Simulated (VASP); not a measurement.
# LiH2 in VASP: further runs

LiH2 is run at these levels: PBE; tasks: single point.

Program: VASP 6.6.1. These are calculated values, not measurements. Logs are shortened: lines on timing, memory, paths and dates and some standing lists are left out, and cuts for length are marked.

## 1. The cell of the first run

The typed cell holds 6 atoms: a = 4.714 Å, b = 4.714 Å, c = 4.714 Å, α = 118.58°, β = 118.58°, γ = 92.48°.

The cell was built from a structure type or drawn by symmetry, and may not be a known phase.

## 2. Single point, PBE

The input, INCAR:

```
SYSTEM = LiH2
PREC = Accurate
ENCUT = 520
EDIFF = 1E-6
ISMEAR = 0
SIGMA = 0.1
LREAL = .False.
LASPH = .True.
NELM = 60
ALGO = Normal
ISIF = 2
LWAVE = .False.
LCHARG = .False.
GGA = PE
NBANDS = 14
```

The input, KPOINTS:

```
Automatic mesh
0
Gamma
  6 6 6
  0 0 0
```

The input, POSCAR:

```
LiH2
1.0
   -2.4077216778      2.4077216778      3.2606225800
    2.4077216778     -2.4077216778      3.2606225800
    2.4077216778      2.4077216778     -3.2606225800
Li H
2 4
Direct
    0.0000000000      0.5000000000      0.5000000000
    0.5000000000      0.0000000000      0.5000000000
    0.3620990571      0.3622201347      0.7243191918
    0.3622201347      0.6379009429      0.0001210776
    0.6377798653      0.3620990571      0.9998789224
    0.6379009429      0.6377798653      0.2756808082
```

Potentials or basis: VASP PAW PBE potentials, release 64 (Li_sv, H).

Command:

```sh
$ cat potpaw_PBE.64/Li_sv/POTCAR potpaw_PBE.64/H/POTCAR > POTCAR
$ mpirun -np 1 vasp_std > vasp.out
```

OUTCAR:

```text
SYSTEM = LiH2
   PREC = Accurate
   ENCUT = 520
   EDIFF = 1E-6
   ISMEAR = 0
   LREAL = .False.
   LASPH = .True.
   NELM = 60
   ISIF = 2
   GGA = PE

 ion  position               nearest neighbor table
   1  0.000  0.500  0.500-
   2  0.500  0.000  0.500-
   3  0.362  0.362  0.724-
   4  0.362  0.638  0.000-
   5  0.638  0.362  1.000-
   6  0.638  0.638  0.276-

  LATTYP: Found a body centered tetragonal cell.
 ALAT       =     4.8154433556
 C/A-ratio  =     1.3542356702

  Lattice vectors:

 A1 = (  -2.4077216778,   2.4077216778,   3.2606225800)
 A2 = (   2.4077216778,  -2.4077216778,   3.2606225800)
 A3 = (   2.4077216778,   2.4077216778,  -3.2606225800)

Analysis of symmetry for initial positions (statically):
=====================================================================
 Subroutine PRICEL returns:
 Original cell was already a primitive cell.

 Routine SETGRP: Setting up the symmetry group for a
 body centered tetragonal supercell.

 Subroutine GETGRP returns: Found  8 space group operations
 (whereof  8 operations were pure point group operations)
 out of a pool of 16 trial point group operations.

The static configuration has the point symmetry C_4h.

Analysis of symmetry for dynamics (positions and initial velocities):
=====================================================================
 Subroutine PRICEL returns:
 Original cell was already a primitive cell.

 Routine SETGRP: Setting up the symmetry group for a
 body centered tetragonal supercell.

 Subroutine GETGRP returns: Found  8 space group operations
 (whereof  8 operations were pure point group operations)
 out of a pool of 16 trial point group operations.

The dynamic configuration has the point symmetry C_4h.

 Subroutine INISYM returns: Found  8 space group operations
 (whereof  8 operations are pure point group operations),
 and found     1 'primitive' translations

----------------------------------------------------------------------------------------

                                     Primitive cell

  volume of cell :      75.6089

  direct lattice vectors                    reciprocal lattice vectors
    -2.407721678  2.407721678  3.260622580     0.000000000  0.207665198  0.153344948
     2.407721678 -2.407721678  3.260622580     0.207665198  0.000000000  0.153344948
     2.407721678  2.407721678 -3.260622580     0.207665198  0.207665198  0.000000000

  length of vectors
     4.714436018  4.714436018  4.714436018     0.258146291  0.258146291  0.293682940

  position of ions in fractional coordinates (direct lattice)
     0.000000000  0.500000000  0.500000000
     0.500000000  0.000000000  0.500000000
     0.362099057  0.362220135  0.724319192
     0.362220135  0.637900943  0.000121078
     0.637779865  0.362099057  0.999878922
     0.637900943  0.637779865  0.275680808

  ion indices of the primitive-cell ions
   primitive index   ion index
                 1           1
                 2           2
                 3           3
                 4           4
                 5           5
                 6           6

----------------------------------------------------------------------------------------

 KPOINTS: Automatic mesh

Automatic generation of k-mesh.
 Grid dimensions read from file:
 generate k-points for:    6    6    6

 Generating k-lattice:

  Cartesian coordinates                     Fractional coordinates (reciprocal lattice)
     0.000000000  0.034610866  0.025557491     0.166666667  0.000000000 -0.000000000
     0.034610866  0.000000000  0.025557491     0.000000000  0.166666667 -0.000000000
     0.034610866  0.034610866  0.000000000     0.000000000  0.000000000  0.166666667

  Length of vectors
     0.043024382  0.043024382  0.048947157

  Shift w.r.t. Gamma in fractional coordinates (k-lattice)
     0.000000000  0.000000000  0.000000000

 Subroutine IBZKPT returns following result:
 ===========================================

 Found     36 irreducible k-points:

 Following reciprocal coordinates:
            Coordinates               Weight
  0.000000  0.000000  0.000000      1.000000
  0.166667  0.000000 -0.000000      8.000000
  0.333333  0.000000  0.000000      8.000000
  0.500000  0.000000  0.000000      4.000000
  0.166667  0.166667  0.000000      8.000000
  0.333333  0.166667  0.000000      8.000000
[... 16 lines left out ...]
 -0.333333  0.333333 -0.166667      4.000000
 -0.166667  0.333333  0.166667      8.000000
 [... further k-points ...]
   k-points           NKPTS =     36   k-points in BZ     NKDIM =     36   number of bands    NBANDS=     14
   number of dos      NEDOS =    301   number of ions     NIONS =      6
   total plane-waves  NPLWV =  46656
   dimension x,y,z NGX =    36 NGY =   36 NGZ =   36
   dimension x,y,z NGXF=    72 NGYF=   72 NGZF=   72
   ions per type =               2   4
   NGX,Y,Z   is equivalent  to a cutoff of  12.69, 12.69, 12.69 a.u.
   NGXF,Y,Z  is equivalent  to a cutoff of  25.39, 25.39, 25.39 a.u.
 SYSTEM =  LiH2
   PREC   = accura    normal or accurate (medium, high low for compatibility)
   ISTART =      0    job   : 0-new  1-cont  2-samecut
   ICHARG =      2    charge: 1-file 2-atom 10-const
   ISPIN  =      1    spin polarized calculation?
   LNONCOLLINEAR =      F non collinear calculations
   LSORBIT =      F    spin-orbit coupling
   LASPH  =      T    aspherical Exc in radial PAW
   ENCUT  =  520.0 eV  38.22 Ry    6.18 a.u.   8.77  8.77  8.77*2*pi/ulx,y,z
   NELM   =     60;   NELMIN=  2; NELMDL= -5     # of ELM steps
   EDIFF  = 0.1E-05   stopping-criterion for ELM
   LREAL  =      F    real-space projection
[... 7 lines left out ...]
   TEBEG  =    0.0;   TEEND  =   0.0 temperature during run
   PSTRESS=    0.0 pullay stress
   NELECT =      10.0000    total number of electrons
   NUPDOWN=      -1.0000    fix difference up-down
   EMIN   =  10.00;   EMAX   =-10.00  energy-range for DOS
   EFERMI =   0.00;   METHOD = LEGACY
   ISMEAR =     0;   SIGMA  =   0.10  broadening in eV -4-tet -1-fermi 0-gaus
   EFERMI_NEDOS =   21; number of points for ismear=-14 and -15
   IALGO  =     38    algorithm
   IMIX   =      4    mixing-type and parameters
     AMIX     =   0.40;   BMIX     =  1.00
     AMIX_MAG =   1.60;   BMIX_MAG =  1.00
  volume/ion in A,a.u.               =      12.60        85.04
  Fermi-wavevector in a.u.,A,eV,Ry     =   0.834098  1.576217  9.465840  0.695720
  Thomas-Fermi vector in A             =   1.947433
   LORBIT       =      0    0 simple, 1 ext, 2 COOP (PROOUT), +10 PAW based schemes
   GGA     = PE    functional components
   LHFCALC =     F    Hartree Fock is set to
   AEXX    =    0.0000 exact exchange contribution
   IVDW    =     0    specifies the selected vdW correction
   LEPSILON=     F    determine dielectric tensor
   LRPA    =     F    only Hartree local field effects (RPA)
 non-spin polarized calculation
 Gauss-broadening in eV      SIGMA  =   0.10
  energy-cutoff  :      520.00
  volume of cell :       75.61
 maximum number of plane-waves:      2048
   NGX = 17   NGY = 17   NGZ = 17

 number of electron      10.0000007 magnetization

 Free energy of the ion-electron system (eV)
  ---------------------------------------------------
  ext. energy  EPLUGINS =         0.00000000
  ---------------------------------------------------
  free energy    TOTEN  =       -15.58461743 eV

  energy without entropy =      -15.58461743  energy(sigma->0) =      -15.58461743

 E-fermi :  -1.3755     XC(G=0):  -6.2576

 val. band max:       -1.8937869243   @ k =   0.5000   0.5000   0.0000
 cond. band min:      -0.2923535883   @ k =   0.3333   0.3333   0.1667
 fundamental gap:      1.6014333360
 Fermi energy:        -1.3755101575

 k-point     1 :       0.0000    0.0000    0.0000
  band No.  band energies     occupation
      1     -46.7869      2.00000
      2     -46.7799      2.00000
      3      -8.3730      2.00000
      4      -2.2212      2.00000
      5      -2.2212      2.00000
      6       1.3413      0.00000
      7       3.9849      0.00000
      8       4.6414      0.00000
      9       6.6325      0.00000
     10       6.6325      0.00000
     11       6.7313      0.00000
     12       6.7314      0.00000
     13       6.7475      0.00000
     14       8.2409      0.00000

 k-point     2 :       0.1667    0.0000   -0.0000
  band No.  band energies     occupation
      1     -46.7865      2.00000
      2     -46.7804      2.00000
      3      -8.3087      2.00000
      4      -2.4801      2.00000
      5      -2.2347      2.00000
      6       1.6540      0.00000
      7       3.3160      0.00000
      8       3.9186      0.00000
      9       6.0341      0.00000
     10       6.4235      0.00000
     11       6.9820      0.00000
     12       7.3847      0.00000
     13       7.9717      0.00000
     14       8.5434      0.00000

 k-point     3 :       0.3333    0.0000    0.0000
  band No.  band energies     occupation
      1     -46.7852      2.00000
      2     -46.7816      2.00000
      3      -8.1700      2.00000
      4      -2.9446      2.00000
      5      -2.2569      2.00000
      6       2.2147      0.00000
      7       2.4956      0.00000
      8       3.0360      0.00000
      9       5.2604      0.00000
     10       6.9948      0.00000
     11       7.1157      0.00000
     12       8.2261      0.00000
     13       9.2092      0.00000
     14      10.0922      0.00000
[... 324 lines left out ...]
 k-point    23 :      -0.3333    0.3333   -0.1667
  band No.  band energies     occupation
      1     -46.7847      2.00000
      2     -46.7821      2.00000
      3      -8.1070      2.00000
      4      -3.0127      2.00000
      5      -2.2421      2.00000
      6       1.4590      0.00000
      7       1.5241      0.00000
      8       4.5105      0.00000
      9       5.3853      0.00000
     10       6.0470      0.00000
     11       8.2548      0.00000
     12       9.2368      0.00000
     13       9.4374      0.00000
     14      10.3935      0.00000

 k-point    24 :      -0.1667    0.3333    0.1667
  band No.  band energies     occupation
      1     -46.7845      2.00000
      2     -46.7823      2.00000
      3      -8.1025      2.00000
      4      -3.0648      2.00000
      5      -2.2797      2.00000
      6       1.5351      0.00000
      7       2.2978      0.00000
      8       3.7374      0.00000
      9       4.5487      0.00000
     10       7.7639      0.00000
     11       8.1691      0.00000
     12       8.4023      0.00000
     13       8.5745      0.00000
     14      10.1091      0.00000

 [... further k-points ...]

------------------------ aborting loop because EDIFF is reached ----------------------------------------

  FORCE on cell =-STRESS in cart. coord.  units (eV):
  Direction    XX          YY          ZZ          XY          YZ          ZX
  --------------------------------------------------------------------------------------
  -------------------------------------------------------------------------------------
  Total       -0.0123605     -0.0123605     -0.0312935     -0.0000000      0.0000000      0.0000000
  in kB       -0.2619220     -0.2619220     -0.6631188     -0.0000000      0.0000000      0.0000000
  external PRESSURE =      -0.3956542 kB  Pullay stress =       0.0000000 kB

 VOLUME and BASIS-vectors are now :
 -----------------------------------------------------------------------------
  energy-cutoff  :      520.00
  volume of cell :       75.61
      direct lattice vectors                 reciprocal lattice vectors
    -2.407721678  2.407721678  3.260622580     0.000000000  0.207665198  0.153344948
     2.407721678 -2.407721678  3.260622580     0.207665198  0.000000000  0.153344948
     2.407721678  2.407721678 -3.260622580     0.207665198  0.207665198  0.000000000

 POSITION                                       TOTAL-FORCE (eV/Angst)
 -----------------------------------------------------------------------------------
      2.40772      0.00000      0.00000         0.000000      0.000000      0.000000
      0.00000      2.40772      0.00000         0.000000      0.000000      0.000000
      1.74425      1.74367      0.00000        -0.021261     -0.019585      0.000000
      0.66405     -0.66347      3.26062         0.019585     -0.021261      0.000000
      1.74367      3.07119     -0.00000        -0.019585      0.021261     -0.000000
      0.66347      0.66405      3.26062         0.021261      0.019585     -0.000000
 -----------------------------------------------------------------------------------
    total drift:                                0.000000      0.000000     -0.000000

  FREE ENERGIE OF THE ION-ELECTRON SYSTEM (eV)
  ---------------------------------------------------
  free  energy   TOTEN  =       -15.5846174252 eV

  energy  without entropy=      -15.5846174252  energy(sigma->0) =      -15.58461743
```

Run time: 24 s. Hardware: 1 thread of AMD EPYC 9R45 (Zen 5), shared host; peak memory 0.17 GiB.

Results:

- Free energy: -15.5846 eV
- Largest force: 0.029 eV/Å
- Band gap on the k mesh: 1.60 eV (least direct gap 1.80 eV)

Forces on the atoms (eV/Å):
```
Li   0.000  0.000  0.000
Li   0.000  0.000  0.000
H   -0.021 -0.020  0.000
H    0.020 -0.021  0.000
H   -0.020  0.021  0.000
H    0.021  0.020  0.000
```

Caveat: the cutoff is under 1.25 times the usual one of these potentials, so pressure, stress and relaxed cells hold a basis-set (Pulay) error.

[end of part 1 of 2]
